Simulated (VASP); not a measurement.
# KBr (I4/mmm) in VASP: notebook

The runs below take KBr through single point, with PBE.

All numbers are computed with VASP 6.6.1; they aren't measurements. Logs are shortened: lines on timing, memory, paths and dates and some standing lists are left out, and cuts for length are marked.

**1. The cell of the first run**

It takes space group I4/mmm (No. 139, tetragonal). Conventional cell: a = 4.517 Å, b = 4.517 Å, c = 6.585 Å, α = 90.00°, β = 90.00°, γ = 90.00°. Within 4.2 Å of K (site symmetry 4/mmm) lie 6 Br at 3.19 to 3.29 Å. Br (site symmetry 4/mmm) has 6 K at 3.19 to 3.29 Å within 4.2 Å.

**2. Single point, PBE (strain -0.030 along x and y, +0.000 along z)**

Contents of INCAR:

```
SYSTEM = KBr
PREC = Accurate ; ENCUT = 520
EDIFF = 1E-7 ; ISMEAR = 0
SIGMA = 0.05 ; LREAL = .False.
LASPH = .True. ; NELM = 100
ALGO = Normal ; ISIF = 2
LWAVE = .False. ; LCHARG = .False.
GGA = PE ; NBANDS = 15
```

Contents of KPOINTS:

```
regular mesh
0
Gamma
  6 6 6
  0 0 0
```

Contents of POSCAR:

```
KBr
1.0
    0.0000000000      3.1937250000      3.2925000000
    3.1937250000      0.0000000000      3.2925000000
    3.1937250000      3.1937250000      0.0000000000
K Br
1 1
Direct
    0.0000000000      0.0000000000      0.0000000000
    0.5000000000      0.5000000000      0.5000000000
```

Potentials or basis: VASP PAW PBE potentials, release 64 (K_sv, Br).

The run is started by

```bash
$ cat potpaw_PBE.64/K_sv/POTCAR potpaw_PBE.64/Br/POTCAR > POTCAR
$ mpirun -np 1 vasp_std > vasp.out
```

OUTCAR:

```text
SYSTEM = KBr
   PREC = Accurate
   ENCUT = 520
   EDIFF = 1E-7
   ISMEAR = 0
   LREAL = .False.
   LASPH = .True.
   NELM = 100
   ISIF = 2
   GGA = PE

 ion  position               nearest neighbor table
   1  0.000  0.000  0.000-   2 3.19   2 3.19   2 3.19   2 3.19   2 3.29   2 3.29
   2  0.500  0.500  0.500-   1 3.19   1 3.19   1 3.19   1 3.19   1 3.29   1 3.29

  LATTYP: Found a body centered tetragonal cell.
 ALAT       =     4.5166092095
 C/A-ratio  =     1.4579521262

  Lattice vectors:

 A1 = (  -3.1937250000,   0.0000000000,   3.2925000000)
 A2 = (   3.1937250000,   0.0000000000,   3.2925000000)
 A3 = (   0.0000000000,   3.1937250000,  -3.2925000000)

Analysis of symmetry for initial positions (statically):
=====================================================================
 Subroutine PRICEL returns:
 Original cell was already a primitive cell.

 Routine SETGRP: Setting up the symmetry group for a
 body centered tetragonal supercell.

 Subroutine GETGRP returns: Found 16 space group operations
 (whereof 16 operations were pure point group operations)
 out of a pool of 16 trial point group operations.

The static configuration has the point symmetry D_4h.

Analysis of symmetry for dynamics (positions and initial velocities):
=====================================================================
 Subroutine PRICEL returns:
 Original cell was already a primitive cell.

 Routine SETGRP: Setting up the symmetry group for a
 body centered tetragonal supercell.

 Subroutine GETGRP returns: Found 16 space group operations
 (whereof 16 operations were pure point group operations)
 out of a pool of 16 trial point group operations.

The dynamic configuration has the point symmetry D_4h.

 Subroutine INISYM returns: Found 16 space group operations
 (whereof 16 operations are pure point group operations),
 and found     1 'primitive' translations

----------------------------------------------------------------------------------------

                                     Primitive cell

  volume of cell :      67.1662

  direct lattice vectors                    reciprocal lattice vectors
     0.000000000  3.193725000  3.292500000    -0.156556998  0.156556998  0.151860289
     3.193725000  0.000000000  3.292500000     0.156556998 -0.156556998  0.151860289
     3.193725000  3.193725000  0.000000000     0.156556998  0.156556998 -0.151860289

  length of vectors
     4.586985462  4.586985462  4.516609209     0.268480418  0.268480418  0.268480418

  position of ions in fractional coordinates (direct lattice)
     0.000000000  0.000000000  0.000000000
     0.500000000  0.500000000  0.500000000

  ion indices of the primitive-cell ions
   primitive index   ion index
                 1           1
                 2           2

----------------------------------------------------------------------------------------

 KPOINTS: regular mesh

Automatic generation of k-mesh.
 Grid dimensions read from file:
 generate k-points for:    6    6    6

 Generating k-lattice:

  Cartesian coordinates                     Fractional coordinates (reciprocal lattice)
    -0.026092833  0.026092833  0.025310048     0.166666667 -0.000000000  0.000000000
     0.026092833 -0.026092833  0.025310048    -0.000000000  0.166666667  0.000000000
     0.026092833  0.026092833 -0.025310048     0.000000000  0.000000000  0.166666667

  Length of vectors
     0.044746736  0.044746736  0.044746736

  Shift w.r.t. Gamma in fractional coordinates (k-lattice)
     0.000000000  0.000000000  0.000000000

 Subroutine IBZKPT returns following result:
 ===========================================

 Found     30 irreducible k-points:

 Following reciprocal coordinates:
            Coordinates               Weight
  0.000000  0.000000  0.000000      1.000000
  0.166667  0.000000  0.000000      8.000000
  0.333333  0.000000  0.000000      8.000000
  0.500000  0.000000  0.000000      4.000000
  0.166667  0.166667  0.000000      2.000000
  0.333333  0.166667  0.000000      8.000000
[... 16 lines left out ...]
  0.333333  0.000000  0.333333      4.000000
  0.500000  0.000000  0.333333     16.000000
 [... further k-points ...]
   k-points           NKPTS =     30   k-points in BZ     NKDIM =     30   number of bands    NBANDS=     15
   number of dos      NEDOS =    301   number of ions     NIONS =      2
   total plane-waves  NPLWV =  46656
   dimension x,y,z NGX =    36 NGY =   36 NGZ =   36
   dimension x,y,z NGXF=    72 NGYF=   72 NGZF=   72
   ions per type =               1   1
   NGX,Y,Z   is equivalent  to a cutoff of  13.05, 13.05, 13.25 a.u.
   NGXF,Y,Z  is equivalent  to a cutoff of  26.09, 26.09, 26.50 a.u.
 SYSTEM =  KBr
   PREC   = accura    normal or accurate (medium, high low for compatibility)
   ISTART =      0    job   : 0-new  1-cont  2-samecut
   ICHARG =      2    charge: 1-file 2-atom 10-const
   ISPIN  =      1    spin polarized calculation?
   LNONCOLLINEAR =      F non collinear calculations
   LSORBIT =      F    spin-orbit coupling
   LASPH  =      T    aspherical Exc in radial PAW
   ENCUT  =  520.0 eV  38.22 Ry    6.18 a.u.   8.53  8.53  8.40*2*pi/ulx,y,z
   NELM   =    100;   NELMIN=  2; NELMDL= -5     # of ELM steps
   EDIFF  = 0.1E-06   stopping-criterion for ELM
   LREAL  =      F    real-space projection
   EDIFFG = 0.1E-05   stopping-criterion for IOM
   NSW    =      0    number of steps for IOM
   IBRION =     -1    ionic relax: 0-MD 1-quasi-New 2-CG
   NFREE  =      0    steps in history (QN), initial steepest desc. (CG)
   ISIF   =      2    stress and relaxation
   ISYM   =      2    0-nonsym 1-usesym 2-fastsym
   POTIM  = 0.5000    time-step for ionic-motion
   TEBEG  =    0.0;   TEEND  =   0.0 temperature during run
   PSTRESS=    0.0 pullay stress
   NELECT =      16.0000    total number of electrons
   NUPDOWN=      -1.0000    fix difference up-down
   EMIN   =  10.00;   EMAX   =-10.00  energy-range for DOS
   EFERMI =   0.00;   METHOD = LEGACY
   ISMEAR =     0;   SIGMA  =   0.05  broadening in eV -4-tet -1-fermi 0-gaus
   EFERMI_NEDOS =   21; number of points for ismear=-14 and -15
   IALGO  =     38    algorithm
   IMIX   =      4    mixing-type and parameters
     AMIX     =   0.40;   BMIX     =  1.00
     AMIX_MAG =   1.60;   BMIX_MAG =  1.00
  volume/ion in A,a.u.               =      33.58       226.63
  Fermi-wavevector in a.u.,A,eV,Ry     =   1.014841  1.917771 14.012663  1.029902
  Thomas-Fermi vector in A             =   2.148092
   LORBIT       =      0    0 simple, 1 ext, 2 COOP (PROOUT), +10 PAW based schemes
   GGA     = PE    functional components
   LHFCALC =     F    Hartree Fock is set to
   AEXX    =    0.0000 exact exchange contribution
   IVDW    =     0    specifies the selected vdW correction
   LEPSILON=     F    determine dielectric tensor
   LRPA    =     F    only Hartree local field effects (RPA)
 non-spin polarized calculation
 Gauss-broadening in eV      SIGMA  =   0.05
  energy-cutoff  :      520.00
  volume of cell :       67.17
 maximum number of plane-waves:      1849
 NGX is ok and might be reduce to    36
   NGX = 17   NGY = 17   NGZ = 17

 number of electron      16.0000002 magnetization

 Free energy of the ion-electron system (eV)
  ---------------------------------------------------
  ext. energy  EPLUGINS =         0.00000000
  ---------------------------------------------------
  free energy    TOTEN  =        -6.16800382 eV

  energy without entropy =       -6.16800382  energy(sigma->0) =       -6.16800382

 E-fermi :  -1.1271     XC(G=0):  -7.6442

 val. band max:       -1.4481549960   @ k =   0.0000   0.0000   0.0000
 cond. band min:       3.1635882956   @ k =   0.0000   0.0000   0.0000
 fundamental gap:      4.6117432916
 Fermi energy:        -1.1271072117

 k-point     1 :       0.0000    0.0000    0.0000
  band No.  band energies     occupation
      1     -29.0984      2.00000
      2     -13.8388      2.00000
      3     -12.5830      2.00000
      4     -12.5830      2.00000
      5     -12.5804      2.00000
      6      -1.4724      2.00000
      7      -1.4482      2.00000
      8      -1.4482      2.00000
      9       3.1636      0.00000
     10       6.0226      0.00000
     11       6.2205      0.00000
     12       6.2205      0.00000
     13       6.9561      0.00000
     14       7.0900      0.00000
     15      10.3205      0.00000

 k-point     2 :       0.1667    0.0000    0.0000
  band No.  band energies     occupation
      1     -29.0963      2.00000
      2     -13.8972      2.00000
      3     -12.5838      2.00000
      4     -12.5835      2.00000
      5     -12.5017      2.00000
      6      -1.8677      2.00000
      7      -1.5693      2.00000
      8      -1.5551      2.00000
      9       3.8604      0.00000
     10       6.0241      0.00000
     11       6.4498      0.00000
     12       6.5605      0.00000
     13       7.3526      0.00000
     14       7.4999      0.00000
     15      11.2758      0.00000

 k-point     3 :       0.3333    0.0000    0.0000
  band No.  band energies     occupation
      1     -29.0922      2.00000
      2     -13.9979      2.00000
      3     -12.5894      2.00000
      4     -12.5844      2.00000
      5     -12.3553      2.00000
      6      -2.5091      2.00000
      7      -1.7638      2.00000
      8      -1.7541      2.00000
      9       4.9374      0.00000
     10       6.4265      0.00000
     11       7.3842      0.00000
     12       7.4788      0.00000
     13       8.3486      0.00000
     14       8.5274      0.00000
     15      10.3845      0.00000
[... 343 lines left out ...]
 k-point    23 :       0.3333    0.0000    0.3333
  band No.  band energies     occupation
      1     -29.0901      2.00000
      2     -13.8508      2.00000
      3     -12.6242      2.00000
      4     -12.6133      2.00000
      5     -12.5299      2.00000
      6      -2.3717      2.00000
      7      -1.7209      2.00000
      8      -1.7191      2.00000
      9       4.6425      0.00000
     10       5.3373      0.00000
     11       7.7352      0.00000
     12       8.5457      0.00000
     13       8.6645      0.00000
     14       8.7469      0.00000
     15       9.8207      0.00000

 k-point    24 :       0.5000    0.0000    0.3333
  band No.  band energies     occupation
      1     -29.0881      2.00000
      2     -13.8172      2.00000
      3     -12.6602      2.00000
      4     -12.6202      2.00000
      5     -12.5443      2.00000
      6      -2.3348      2.00000
      7      -1.9364      2.00000
      8      -1.7992      2.00000
      9       4.7745      0.00000
     10       6.2629      0.00000
     11       7.7469      0.00000
     12       8.2532      0.00000
     13       8.6314      0.00000
     14       9.2045      0.00000
     15       9.8475      0.00000

 [... further k-points ...]
[... 5 lines left out ...]
  --------------------------------------------------------------------------------------
  -------------------------------------------------------------------------------------
  Total        1.0930185      1.0930185      0.5262780      0.0000000     -0.0000000      0.0000000
  in kB       26.0727767     26.0727767     12.5537930      0.0000000     -0.0000000      0.0000000
  external PRESSURE =      21.5664488 kB  Pullay stress =       0.0000000 kB

 VOLUME and BASIS-vectors are now :
 -----------------------------------------------------------------------------
  energy-cutoff  :      520.00
  volume of cell :       67.17
      direct lattice vectors                 reciprocal lattice vectors
     0.000000000  3.193725000  3.292500000    -0.156556998  0.156556998  0.151860289
     3.193725000  0.000000000  3.292500000     0.156556998 -0.156556998  0.151860289
     3.193725000  3.193725000  0.000000000     0.156556998  0.156556998 -0.151860289

 POSITION                                       TOTAL-FORCE (eV/Angst)
 -----------------------------------------------------------------------------------
      0.00000      0.00000      0.00000         0.000000      0.000000      0.000000
      3.19373      3.19373      3.29250        -0.000000     -0.000000     -0.000000
 -----------------------------------------------------------------------------------
    total drift:                                0.000000      0.000000      0.000000

  FREE ENERGIE OF THE ION-ELECTRON SYSTEM (eV)
  ---------------------------------------------------
  free  energy   TOTEN  =        -6.1680038150 eV

  energy  without entropy=       -6.1680038150  energy(sigma->0) =       -6.16800382
```

Run time: 19 s. Hardware: 1 thread of AMD EPYC 9R45 (Zen 5), shared host; peak memory 0.18 GiB.

What came out:

| Quantity | Value |
| --- | --- |
| Free energy | -6.1680 eV |
| Pressure | 2.2 GPa |
| Band gap on the k mesh | 4.61 eV, direct |

Caveat: the cell differs from its parent crystal (strain -0.030 along x and y, +0.000 along z).

**3. Single point, PBE (strain -0.015 along x and y, -0.030 along z)**

Contents of INCAR:

```
SYSTEM = KBr
  PREC = Accurate
  ENCUT = 520
  EDIFF = 1E-6
  ISMEAR = 0
  SIGMA = 0.05
  LREAL = .FALSE.
  LASPH = .TRUE.
  NELM = 100
  ALGO = Normal
  ISIF = 2
  LWAVE = .FALSE.
  LCHARG = .FALSE.
  GGA = PE
  NBANDS = 15
```

Contents of KPOINTS:

```
regular mesh
0
G
  6 6 6
  0 0 0
```

Contents of POSCAR:

```
KBr
1.0
    0.0000000000      3.2431125000      3.1937250000
    3.2431125000      0.0000000000      3.1937250000
    3.2431125000      3.2431125000      0.0000000000
K Br
1 1
Direct
    0.0000000000      0.0000000000      0.0000000000
    0.5000000000      0.5000000000      0.5000000000
```

Potentials or basis: VASP PAW PBE potentials, release 64 (K_sv, Br).

The run is started by

```bash
$ cat potpaw_PBE.64/K_sv/POTCAR potpaw_PBE.64/Br/POTCAR > POTCAR
$ mpirun -np 1 vasp_std > vasp.out
```

Wall time 19 s (1 thread of AMD EPYC 9R45 (Zen 5), shared host); peak memory 0.18 GiB.

It converged, with:

```yaml
Free_energy: -6.1725 eV
Pressure: 2.1 GPa
Band_gap_on_the_k_mesh: 4.61 eV, direct
```

Stress tensor (GPa, compression positive):
```
1.87 0.00 0.00
0.00 1.87 0.00
0.00 0.00 2.60
```

Levels at points of the mesh, in eV from the valence-band top:
| k point | band 6 | band 7 | band 8 | band 9 | band 10 | band 11 |
| --- | --- | --- | --- | --- | --- | --- |
| (0.00, 0.00, 0.00) | -0.01 | -0.01 | 0.00 | 4.61 | 7.57 | 7.57 |
| (0.50, 0.00, 0.00) | -1.33 | -0.40 | -0.40 | 6.72 | 8.47 | 9.93 |
| (0.50, 0.50, 0.00) | -0.87 | -0.33 | -0.33 | 5.76 | 7.45 | 9.49 |
| (0.50, 0.00, 0.50) | -0.90 | -0.31 | -0.31 | 5.78 | 7.44 | 9.45 |

Caveat: the cell differs from its parent crystal (strain -0.015 along x and y, -0.030 along z).

**4. Single point, PBE (strain -0.030 along x and y, +0.015 along z)**

Contents of INCAR:

```
SYSTEM = KBr
PREC = Accurate
ENCUT = 520
EDIFF = 1E-6
ISMEAR = 0
SIGMA = 0.05
LREAL = .False.
LASPH = .True.
NELM = 80
ALGO = Normal
ISIF = 2
LWAVE = .False.
LCHARG = .True.
GGA = PE
LELF = .True.
LVHAR = .True.
NBANDS = 15
```

Contents of KPOINTS:

```
regular mesh
0
Gamma
  6 6 6
  0 0 0
```

Contents of POSCAR:

```
KBr
1.0
    0.0000000000      3.1937250000      3.3418875000
    3.1937250000      0.0000000000      3.3418875000
    3.1937250000      3.1937250000      0.0000000000
K Br
1 1
Direct
    0.0000000000      0.0000000000      0.0000000000
    0.5000000000      0.5000000000      0.5000000000
```

The run is started by

```bash
$ cat potpaw_PBE.64/K_sv/POTCAR potpaw_PBE.64/Br/POTCAR > POTCAR
$ mpirun -np 1 vasp_std > vasp.out
```

It took 20 s on 1 thread of AMD EPYC 9R45 (Zen 5), shared host; peak memory 0.18 GiB.

It converged, with:

```yaml
Free_energy: -6.1741 eV
Pressure: 1.9 GPa
Band_gap_on_the_k_mesh: 4.56 eV, direct
```

Stress tensor (GPa, compression positive):
```
2.49 0.00 0.00
0.00 2.49 0.00
0.00 0.00 0.66
```

Levels at points of the mesh, in eV from the valence-band top:
```tsv
k point	band 6	band 7	band 8	band 9	band 10	band 11
(0.00, 0.00, 0.00)	-0.03	0.00	0.00	4.56	7.41	7.70
(0.50, 0.00, 0.00)	-1.30	-0.40	-0.39	6.69	8.41	9.90
(0.50, 0.50, 0.00)	-0.93	-0.27	-0.27	5.82	7.37	9.37
(0.50, 0.00, 0.50)	-0.85	-0.35	-0.33	5.77	7.40	9.49
```

Caveat: the cell differs from its parent crystal (strain -0.030 along x and y, +0.015 along z).

(Continued in part 2 of 2.)
